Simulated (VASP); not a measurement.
# Ti24O47 (a cell with a defect) in VASP: single point with PBEsol

Aim: the single point of Ti24O47 (a cell with a defect) with PBEsol.

All numbers are computed with VASP 6.6.1; they aren't measurements. Logs are shortened: lines on timing, memory, paths and dates and some standing lists are left out, and cuts for length are marked.

## 1. The cell of the first run

The cell holds a defect, 71 atoms: a = 9.183 Å, b = 9.183 Å, c = 8.817 Å, α = 90.00°, β = 90.00°, γ = 90.00°.

## 2. Single point, PBEsol

File INCAR:

```
PREC = Accurate ; ENCUT = 520
EDIFF = 1E-6 ; ISMEAR = -1
SIGMA = 0.05 ; LREAL = Auto
LASPH = True ; NELM = 120
ALGO = Normal ; ISIF = 2
LWAVE = False ; LCHARG = False
GGA = PS ; ISYM = 0
NBANDS = 326 ; GGA_COMPAT = False
```

File KPOINTS:

```
Automatic mesh
0
Gamma
  1 1 1
  0.25 0.25 0.25
```

File POSCAR:

```
Ti24O47
1.0
    9.1828280000      0.0000000000      0.0000000000
    0.0000000000      9.1828280000      0.0000000000
    0.0000000000      0.0000000000      8.8166120000
Ti O
24 47
Direct
    0.9913030000      0.0096550000      0.0003610000
    0.0041710000      0.9885150000      0.3297670000
    0.0117280000      0.9960660000      0.6710170000
    0.0003400000      0.4993720000      0.9996960000
    0.9988050000      0.5009500000      0.3331820000
    0.9998310000      0.5023330000      0.6659650000
    0.5013890000      0.0004970000      0.0009020000
    0.4985610000      0.0007930000      0.3346590000
    0.4995730000      0.0019200000      0.6673840000
    0.5114600000      0.4891800000      0.0003990000
    0.4817570000      0.5173320000      0.3129300000
    0.4832470000      0.5186320000      0.6878040000
    0.2473930000      0.2475390000      0.1671570000
    0.2496040000      0.2521960000      0.4986340000
    0.2530770000      0.2535550000      0.8339510000
    0.2439630000      0.7554320000      0.1656720000
    0.2531890000      0.7474930000      0.5007920000
    0.2454260000      0.7567100000      0.8361310000
    0.7488750000      0.2504780000      0.1690710000
    0.7725540000      0.2280530000      0.5004830000
    0.7502570000      0.2519470000      0.8318630000
    0.7471770000      0.7475440000      0.1665200000
    0.7479430000      0.7504280000      0.5020020000
    0.7531280000      0.7535020000      0.8335890000
    0.1523330000      0.1529490000      0.9987940000
    0.1556520000      0.1503920000      0.3339470000
    0.1556670000      0.1502400000      0.6682340000
    0.1496800000      0.6547970000      0.0002410000
    0.1547460000      0.6509580000      0.3330480000
    0.1553710000      0.6505150000      0.6672050000
    0.6507450000      0.1562900000      0.9999250000
    0.6490600000      0.1585190000      0.3399640000
    0.6490300000      0.1586900000      0.6614280000
    0.6550710000      0.6491170000      0.0003010000
    0.6512700000      0.6457560000      0.3360950000
    0.6513420000      0.6476100000      0.6647240000
    0.3515140000      0.3456720000      0.0005100000
    0.3529740000      0.3493120000      0.3361830000
    0.3548130000      0.3492470000      0.6648170000
    0.3458510000      0.8510070000      0.0005870000
    0.3501920000      0.8451930000      0.3334870000
    0.3496230000      0.8458950000      0.6676390000
    0.8443710000      0.3499010000      0.0008760000
    0.8419620000      0.3515590000      0.3394940000
    0.8421250000      0.3515240000      0.6607730000
    0.8477120000      0.8482630000      0.0020470000
    0.8503710000      0.8449220000      0.3326530000
    0.8502260000      0.8450490000      0.6667100000
    0.0979720000      0.4003420000      0.1675130000
    0.0983430000      0.3999480000      0.5009950000
    0.0987350000      0.4011660000      0.8330460000
    0.0987260000      0.9047460000      0.1637480000
    0.1021860000      0.8984920000      0.5002930000
    0.0959410000      0.9019800000      0.8369470000
    0.5947270000      0.4023200000      0.1742660000
    0.5985640000      0.4060270000      0.8265350000
    0.5994500000      0.9018660000      0.1678810000
    0.6006460000      0.9022290000      0.4999670000
    0.6002350000      0.9026230000      0.8333870000
    0.4037360000      0.0974860000      0.1675020000
    0.4014440000      0.0948840000      0.5008300000
    0.4035470000      0.0971120000      0.8334460000
    0.3975000000      0.6009060000      0.1551310000
    0.4105450000      0.5900150000      0.5004470000
    0.3999520000      0.6032570000      0.8455450000
    0.9014460000      0.1008380000      0.1715520000
    0.9092010000      0.0917760000      0.5003560000
    0.8997430000      0.0991600000      0.8292890000
    0.9034740000      0.5970230000      0.1675300000
    0.9055810000      0.5990870000      0.5000110000
    0.9031880000      0.5969370000      0.8333640000
```

Potentials or basis: VASP PAW PBE potentials, release 64 (Ti_sv, O).

The run is started by

```sh
$ cat potpaw_PBE.64/Ti_sv/POTCAR potpaw_PBE.64/O/POTCAR > POTCAR
$ mpirun -np 1 vasp_std > vasp.out
```

OUTCAR:

```text
PREC = Accurate
   ENCUT = 520
   EDIFF = 1E-6
   ISMEAR = -1
   LREAL = Auto
   LASPH = True
   NELM = 120
   ISIF = 2
   GGA = PS
   ISYM = 0

 ion  position               nearest neighbor table
   1  0.991  0.010  0.000-  68 1.91  66 1.91  25 1.98  46 1.98  52 1.99  54 1.99   3 2.91   2 2.91

   2  0.004  0.989  0.330-  52 1.87  47 1.93  53 1.94  66 1.97  67 1.98  26 2.04   1 2.91
   3  0.012  0.996  0.671-  54 1.87  27 1.94  53 1.94  68 1.98  67 1.98  48 2.03   1 2.91
   4  0.000  0.499  1.000-  71 1.94  69 1.95  51 1.95  49 1.95  28 1.98  43 1.98
   5  0.999  0.501  0.333-  69 1.92  70 1.93  49 1.95  50 1.97  29 1.99  44 1.99
   6  1.000  0.502  0.666-  70 1.92  71 1.93  50 1.95  51 1.96  30 1.97  45 2.00
   7  0.501  0.000  0.001-  60 1.94  62 1.94  57 1.95  59 1.95  40 1.98  31 1.98
   8  0.499  0.001  0.335-  61 1.92  60 1.93  58 1.96  57 1.96  41 1.97  32 2.00
   9  0.500  0.002  0.667-  62 1.92  61 1.92  59 1.96  58 1.97  42 1.99  33 1.99
  10  0.511  0.489  0.000-  55 1.89  56 1.89  37 1.97  34 1.97  63 2.00  65 2.00  11 2.78  12 2.78

  11  0.482  0.517  0.313-  63 1.77  64 1.90  55 1.92  38 1.95  35 1.96  10 2.78
  12  0.483  0.519  0.688-  65 1.77  64 1.90  56 1.92  36 1.96  39 1.96  10 2.78
  13  0.247  0.248  0.167-  26 1.92  25 1.93  49 1.96  37 1.97  60 1.99  38 2.01
  14  0.250  0.252  0.499-  26 1.93  38 1.94  50 1.94  27 1.96  39 1.97  61 2.01
  15  0.253  0.254  0.834-  37 1.92  25 1.95  27 1.96  51 1.96  39 1.97  62 1.99
  16  0.244  0.755  0.166-  52 1.91  28 1.93  40 1.94  29 1.94  41 1.95  63 2.00  18 2.91
  17  0.253  0.747  0.501-  30 1.94  42 1.94  41 1.94  29 1.95  53 1.96  64 2.04
  18  0.245  0.757  0.836-  54 1.91  40 1.92  28 1.93  42 1.95  30 1.96  65 2.00  16 2.91
  19  0.749  0.250  0.169-  31 1.95  43 1.95  32 1.96  44 1.96  66 1.96  55 1.99
  20  0.773  0.228  0.500-  67 1.77  45 1.92  32 1.92  33 1.93  44 1.93
  21  0.750  0.252  0.832-  43 1.94  31 1.95  45 1.96  68 1.96  33 1.96  56 1.99
  22  0.747  0.748  0.167-  34 1.92  46 1.95  47 1.96  57 1.96  35 1.97  69 1.99
  23  0.748  0.750  0.502-  36 1.93  48 1.94  58 1.94  35 1.96  47 1.97  70 2.01
  24  0.753  0.754  0.834-  48 1.91  46 1.93  59 1.96  34 1.97  71 1.99  36 2.01
  25  0.152  0.153  0.999-  13 1.93  15 1.95   1 1.98
  26  0.156  0.150  0.334-  13 1.92  14 1.93   2 2.04
  27  0.156  0.150  0.668-   3 1.94  15 1.96  14 1.96
  28  0.150  0.655  0.000-  16 1.93  18 1.93   4 1.98
  29  0.155  0.651  0.333-  16 1.94  17 1.95   5 1.99
  30  0.155  0.651  0.667-  17 1.94  18 1.96   6 1.97
[... 39 lines left out ...]
  70  0.906  0.599  0.500-   6 1.92   5 1.93  23 2.01
  71  0.903  0.597  0.833-   6 1.93   4 1.94  24 1.99

IMPORTANT INFORMATION: All symmetrisations will be switched off!
NOSYMM: (Re-)initialisation of all symmetry stuff for point group C_1.

----------------------------------------------------------------------------------------

                                     Primitive cell

  volume of cell :     743.4549

  direct lattice vectors                    reciprocal lattice vectors
     9.182828000  0.000000000  0.000000000     0.108898914  0.000000000  0.000000000
     0.000000000  9.182828000  0.000000000     0.000000000  0.108898914  0.000000000
     0.000000000  0.000000000  8.816612000     0.000000000  0.000000000  0.113422253

  length of vectors
     9.182828000  9.182828000  8.816612000     0.108898914  0.108898914  0.113422253

  position of ions in fractional coordinates (direct lattice)
     0.991303000  0.009655000  0.000361000
     0.004171000  0.988515000  0.329767000
     0.011728000  0.996066000  0.671017000
     0.000340000  0.499372000  0.999696000
     0.998805000  0.500950000  0.333182000
     0.999831000  0.502333000  0.665965000
[... 63 lines left out ...]
     0.905581000  0.599087000  0.500011000
     0.903188000  0.596937000  0.833364000

  ion indices of the primitive-cell ions
   primitive index   ion index
                 1           1
                 2           2
                 3           3
                 4           4
                 5           5
                 6           6
[... 63 lines left out ...]
                70          70
                71          71

----------------------------------------------------------------------------------------

 KPOINTS: Automatic mesh

Automatic generation of k-mesh.
 Grid dimensions read from file:
 generate k-points for:    1    1    1

 Generating k-lattice:

  Cartesian coordinates                     Fractional coordinates (reciprocal lattice)
     0.108898914  0.000000000  0.000000000     1.000000000  0.000000000  0.000000000
     0.000000000  0.108898914  0.000000000     0.000000000  1.000000000  0.000000000
     0.000000000  0.000000000  0.113422253     0.000000000  0.000000000  1.000000000

  Length of vectors
     0.108898914  0.108898914  0.113422253

  Shift w.r.t. Gamma in fractional coordinates (k-lattice)
     0.250000000  0.250000000  0.250000000

 Subroutine IBZKPT returns following result:
 ===========================================

 Found      4 irreducible k-points:

 Following reciprocal coordinates:
            Coordinates               Weight
  0.250000  0.250000  0.250000      2.000000
 -0.250000  0.250000  0.250000      2.000000
 -0.250000 -0.250000  0.250000      2.000000
  0.250000 -0.250000  0.250000      2.000000
   k-points           NKPTS =      4   k-points in BZ     NKDIM =      4   number of bands    NBANDS=    326
   number of dos      NEDOS =    301   number of ions     NIONS =     71
   total plane-waves  NPLWV = 343000
   dimension x,y,z NGX =    70 NGY =   70 NGZ =   70
   dimension x,y,z NGXF=   140 NGYF=  140 NGZF=  140
   ions per type =              24  47
   NGX,Y,Z   is equivalent  to a cutoff of  12.67, 12.67, 13.20 a.u.
   NGXF,Y,Z  is equivalent  to a cutoff of  25.35, 25.35, 26.40 a.u.
 SYSTEM =  unknown system
   PREC   = accura    normal or accurate (medium, high low for compatibility)
   ISTART =      0    job   : 0-new  1-cont  2-samecut
   ICHARG =      2    charge: 1-file 2-atom 10-const
   ISPIN  =      1    spin polarized calculation?
   LNONCOLLINEAR =      F non collinear calculations
   LSORBIT =      F    spin-orbit coupling
   LASPH  =      T    aspherical Exc in radial PAW
   ENCUT  =  520.0 eV  38.22 Ry    6.18 a.u.  17.07 17.07 16.39*2*pi/ulx,y,z
   NELM   =    120;   NELMIN=  2; NELMDL= -5     # of ELM steps
   EDIFF  = 0.1E-05   stopping-criterion for ELM
   LREAL  =      T    real-space projection
   EDIFFG = 0.1E-04   stopping-criterion for IOM
   NSW    =      0    number of steps for IOM
   IBRION =     -1    ionic relax: 0-MD 1-quasi-New 2-CG
   NFREE  =      0    steps in history (QN), initial steepest desc. (CG)
   ISIF   =      2    stress and relaxation
   ISYM   =      0    0-nonsym 1-usesym 2-fastsym
   POTIM  = 0.5000    time-step for ionic-motion
   TEBEG  =    0.0;   TEEND  =   0.0 temperature during run
   PSTRESS=    0.0 pullay stress
   NELECT =     570.0000    total number of electrons
   NUPDOWN=      -1.0000    fix difference up-down
   EMIN   =  10.00;   EMAX   =-10.00  energy-range for DOS
   EFERMI =   0.00;   METHOD = LEGACY
   ISMEAR =    -1;   SIGMA  =   0.05  broadening in eV -4-tet -1-fermi 0-gaus
   EFERMI_NEDOS =   21; number of points for ismear=-14 and -15
   IALGO  =     38    algorithm
   IMIX   =      4    mixing-type and parameters
     AMIX     =   0.40;   BMIX     =  1.00
     AMIX_MAG =   1.60;   BMIX_MAG =  1.00
  volume/ion in A,a.u.               =      10.47        70.66
  Fermi-wavevector in a.u.,A,eV,Ry     =   1.498356  2.831482 30.546027  2.245070
  Thomas-Fermi vector in A             =   2.610125
   LORBIT       =      0    0 simple, 1 ext, 2 COOP (PROOUT), +10 PAW based schemes
   GGA     = PS    functional components
   LHFCALC =     F    Hartree Fock is set to
   AEXX    =    0.0000 exact exchange contribution
   IVDW    =     0    specifies the selected vdW correction
   LEPSILON=     F    determine dielectric tensor
   LRPA    =     F    only Hartree local field effects (RPA)
 non-spin polarized calculation
  energy-cutoff  :      520.00
  volume of cell :      743.45
 maximum number of plane-waves:     20027
 NGX is ok and might be reduce to    70
   NGX = 35   NGY = 35   NGZ = 33

 number of electron     570.0000019 magnetization

 Free energy of the ion-electron system (eV)
  ---------------------------------------------------
  ext. energy  EPLUGINS =         0.00000000
  ---------------------------------------------------
  free energy    TOTEN  =      -663.39525859 eV

  energy without entropy =     -663.18358761  energy(sigma->0) =     -663.28942310

 E-fermi :   6.7975     XC(G=0): -11.6529

 val. band max:        6.7886905523   @ k =   0.2500   0.2500   0.2500
 cond. band min:       6.8005268877   @ k =  -0.2500   0.2500   0.2500
 fundamental gap:      0.0118363354
 Fermi energy:         6.7975470523

 k-point     1 :       0.2500    0.2500    0.2500
  band No.  band energies     occupation
      1     -51.7549      2.00000
      2     -51.7517      2.00000
      3     -51.7359      2.00000
      4     -51.7324      2.00000
      5     -51.7269      2.00000
      6     -51.7125      2.00000
[... 1189 lines left out ...]
    296       7.2397      0.00029
    297       7.2692      0.00016
 [bands above 297 left out]

------------------------ aborting loop because EDIFF is reached ----------------------------------------

  FORCE on cell =-STRESS in cart. coord.  units (eV):
  Direction    XX          YY          ZZ          XY          YZ          ZX
  --------------------------------------------------------------------------------------
  -------------------------------------------------------------------------------------
  Total        7.1629085      7.1820590     13.7306904     -9.1802013     -0.0037021      0.0770068
  in kB       15.4363764     15.4776465     29.5902292    -19.7837292     -0.0079782      0.1659529
  external PRESSURE =      20.1680840 kB  Pullay stress =       0.0000000 kB

 VOLUME and BASIS-vectors are now :
 -----------------------------------------------------------------------------
  energy-cutoff  :      520.00
  volume of cell :      743.45
      direct lattice vectors                 reciprocal lattice vectors
     9.182828000  0.000000000  0.000000000     0.108898914  0.000000000  0.000000000
     0.000000000  9.182828000  0.000000000     0.000000000  0.108898914  0.000000000
     0.000000000  0.000000000  8.816612000     0.000000000  0.000000000  0.113422253

 POSITION                                       TOTAL-FORCE (eV/Angst)
 -----------------------------------------------------------------------------------
      9.10296      0.08866      0.00318        -0.039237      0.042630      0.003042
      0.03830      9.07736      2.90743         0.058128     -0.019640      0.080349
      0.10770      9.14670      5.91610         0.020104     -0.064766     -0.079731
      0.00312      4.58565      8.81393        -0.033775     -0.024712     -0.000693
      9.17185      4.60014      2.93754         0.014753      0.032476      0.005505
      9.18128      4.61284      5.87156         0.009897     -0.012155      0.028339
[... 63 lines left out ...]
      8.31579      5.50131      4.40840        -0.057182      0.054848     -0.001436
      8.29382      5.48157      7.34745        -0.047718      0.070283     -0.004071
 -----------------------------------------------------------------------------------
    total drift:                               -0.016676     -0.002438      0.030440

  FREE ENERGIE OF THE ION-ELECTRON SYSTEM (eV)
  ---------------------------------------------------
  free  energy   TOTEN  =      -663.3952585879 eV

  energy  without entropy=     -663.1835876096  energy(sigma->0) =     -663.28942310
```

It took 1.6 h on 1 thread of AMD EPYC 7R43 (Zen 3), shared host; peak memory 1 GiB.

What came out:

```yaml
Free_energy: -663.3953 eV
Pressure: 2.0 GPa
Largest_force: 0.146 eV/Å
Band_gap_on_the_k_mesh: 0.01 eV
```

Forces in eV/Å, atoms in the order of the input:
```
Ti  -0.039  0.043  0.003
Ti   0.058 -0.020  0.080
Ti   0.020 -0.065 -0.080
Ti  -0.034 -0.025 -0.001
Ti   0.015  0.032  0.006
Ti   0.010 -0.012  0.028
Ti   0.023  0.033  0.009
Ti   0.008 -0.017 -0.014
Ti  -0.031 -0.020 -0.004
Ti   0.073 -0.066  0.004
Ti   0.015 -0.070  0.119
Ti   0.062 -0.018 -0.108
Ti   0.065 -0.008 -0.023
Ti   0.068 -0.022  0.022
Ti   0.022 -0.047 -0.010
Ti  -0.020  0.033  0.034
Ti  -0.050  0.042 -0.003
Ti  -0.042  0.025 -0.053
Ti  -0.100  0.078 -0.071
Ti  -0.094  0.090 -0.002
Ti  -0.076  0.088  0.052
Ti   0.055 -0.012  0.017
Ti   0.033 -0.051 -0.015
Ti   0.020 -0.060  0.032
O   -0.074 -0.066  0.046
O   -0.111 -0.039  0.009
O   -0.089 -0.011 -0.037
O   -0.004 -0.050  0.010
O    0.011 -0.078  0.028
O    0.016 -0.052  0.033
O   -0.025 -0.120  0.018
O   -0.014 -0.044 -0.012
O   -0.011 -0.010 -0.005
O   -0.090 -0.034 -0.011
O   -0.057 -0.037 -0.010
O   -0.027 -0.031  0.010
O    0.038  0.087  0.005
O    0.028  0.026 -0.011
O    0.040  0.058  0.003
O    0.049  0.004 -0.010
O    0.051 -0.012 -0.020
O    0.079 -0.009 -0.015
O    0.123  0.026 -0.010
O    0.005  0.010 -0.001
O    0.043  0.018  0.017
O    0.067  0.076 -0.047
O    0.010  0.086  0.033
O    0.037  0.107 -0.010
O    0.046 -0.038  0.005
O    0.008 -0.021 -0.033
O    0.022 -0.037 -0.010
O   -0.064 -0.002 -0.119
O   -0.043  0.045  0.007
O    0.004  0.055  0.125
O    0.042  0.094  0.086
O   -0.110 -0.044 -0.084
O    0.043 -0.023  0.005
O    0.022 -0.003  0.024
O    0.041 -0.047 -0.013
O   -0.069  0.046  0.001
O   -0.053  0.063 -0.005
O   -0.033  0.060 -0.016
O    0.027  0.052 -0.108
O    0.008 -0.004 -0.003
O   -0.061 -0.033  0.107
O    0.024 -0.075  0.003
O    0.075 -0.084 -0.001
O    0.080 -0.022 -0.010
O   -0.062  0.035  0.004
O   -0.057  0.055 -0.001
O   -0.048  0.070 -0.004
```

Caveat: the smearing spreads over this small gap; the PAW data sets were made with another functional, which shifts forces and pressure a little.
